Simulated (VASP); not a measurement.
Here is a VASP 6.6.1 calculation.

The input INCAR:

```
SYSTEM = AlN
ALGO = Normal ; EDIFF = 1E-6
ENCUT = 520 ; GGA = PE
ISIF = 2 ; ISMEAR = 0
LASPH = .True. ; LCHARG = .False.
LREAL = .False. ; LWAVE = .False.
NBANDS = 11 ; NELM = 60
PREC = Accurate ; SIGMA = 0.05
```

KPOINTS

```
k-points
0
Gamma
  10 10 10
  0 0 0
```

The input POSCAR:

```
AlN
1.0
    0.0000000000      2.1839935596      2.1839935596
    2.1839935596      0.0000000000      2.1839935596
    2.1839935596      2.1839935596      0.0000000000
Al N
1 1
Direct
    0.0000000000      0.0000000000     -0.0686815212
    0.7500000000      0.7500000000      0.7500000000
```

Potentials or basis: VASP PAW PBE potentials, release 64 (Al, N).

Launch:

```bash
$ cat potpaw_PBE.64/Al/POTCAR potpaw_PBE.64/N/POTCAR > POTCAR
$ mpirun -np 1 vasp_std > vasp.out
```

(1) Estimate the largest force.

(2) Estimate the band gap on the k mesh.

(3) Predict the pressure.

## Answers

(1) 3.656 eV/Å.

(2) 2.77 eV, indirect (least direct gap 3.59 eV).

(3) 10.4 GPa.

Caveat: the cell differs from its parent crystal (atom 1 (Al) moved by (-0.150, -0.150) A along x and y); forces of over 1 eV/Å act on the atoms, so gaps and moduli don't describe the material at rest.
